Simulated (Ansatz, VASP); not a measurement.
**Two plane-wave programs on FeCuSO**

Contents of INCAR:

```
SYSTEM = FeCuSO
ALGO = Normal ; EDIFF = 1E-6
ENCUT = 700 ; GGA = PE
GGA_COMPAT = .False. ; ISIF = 2
ISMEAR = -1 ; LASPH = .True.
LCHARG = .False. ; LREAL = .False.
LWAVE = .False. ; NBANDS = 57
NELM = 120 ; PREC = Accurate
SIGMA = 0.1
```

KPOINTS

```
k-points
0
Gamma
  8 8 3
  0 0 0
```

Contents of POSCAR:

```
FeCuSO
1.0
    3.7863880000      0.0000000000      0.0000000000
    0.0000000000      3.7863880000      0.0000000000
    0.0000000000      0.0000000000      8.5646720000
Cu S Fe O
2 2 2 2
Direct
    0.7500000000      0.2500000000      0.5000000000
    0.2500000000      0.7500000000      0.5000000000
    0.2500000000      0.2500000000      0.3442000000
    0.7500000000      0.7500000000      0.6558000000
    0.2500000000      0.7500000000      0.0000000000
    0.7500000000      0.2500000000      0.0000000000
    0.2500000000      0.2500000000      0.9256000000
    0.7500000000      0.7500000000      0.0744000000
```

Input for Ansatz:

```yaml
crystal:
  lattice:
    - [3.786388, 0.0, 0.0]
    - [0.0, 3.786388, 0.0]
    - [0.0, 0.0, 8.564672]
  atoms:
    - { symbol: Cu, position: [0.75, 0.25, 0.5] }
    - { symbol: Cu, position: [0.25, 0.75, 0.5] }
    - { symbol: S, position: [0.25, 0.25, 0.3442] }
    - { symbol: S, position: [0.75, 0.75, 0.6558] }
    - { symbol: Fe, position: [0.25, 0.75, 0.0] }
    - { symbol: Fe, position: [0.75, 0.25, 0.0] }
    - { symbol: O, position: [0.25, 0.25, 0.9256] }
    - { symbol: O, position: [0.75, 0.75, 0.0744] }
  symmetry: { tolerance: 0.0003 }
kpoints:
  mp_grid: { grid: [8, 8, 3], shift: [0, 0, 0] }
magnetization:
  spin_polarized: false
scf:
  occupations: { method: fermi_dirac }
hamiltonian:
  pseudopotentials: { kind: paw }
  xc: pbe
basis:
  ecutwfc: 420
output:
  forces: true
  stress: true
  eigenvalues: true
```

Alike in both runs: task single point; functional PBE; k mesh 8 × 8 × 3; no spin polarisation.

|  | VASP | Ansatz |
| --- | --- | --- |
| version | VASP 6.6.1 | Ansatz 0.2.0 |
| potentials or method | VASP PAW PBE potentials, release 64 (Cu_sv_GW, S, Fe_sv, O), cutoff 700 eV | PAW plane waves |
| occupations | fermi-dirac, width 0.1 eV | fermi-dirac |
| valence electrons in the cell | 94 | 94 |

|  | VASP | Ansatz | Ansatz less VASP |
| --- | --- | --- | --- |
| gap on the k mesh at the Fermi level (eV) | none | none | - |
| pressure (GPa) | -9.3 | -8.1 | +1.24 |
| traceless stress, the component that is largest in VASP (GPa) | 5.32 | 5.26 | -0.054 |
| rms of the force components (eV/Å) | 0.229 | 0.225 | -0.0044 |

Atom by atom the forces differ by 0.009 eV/Å (rms over components). A gap of «none» marks a metal or a gap that the smearing closes.
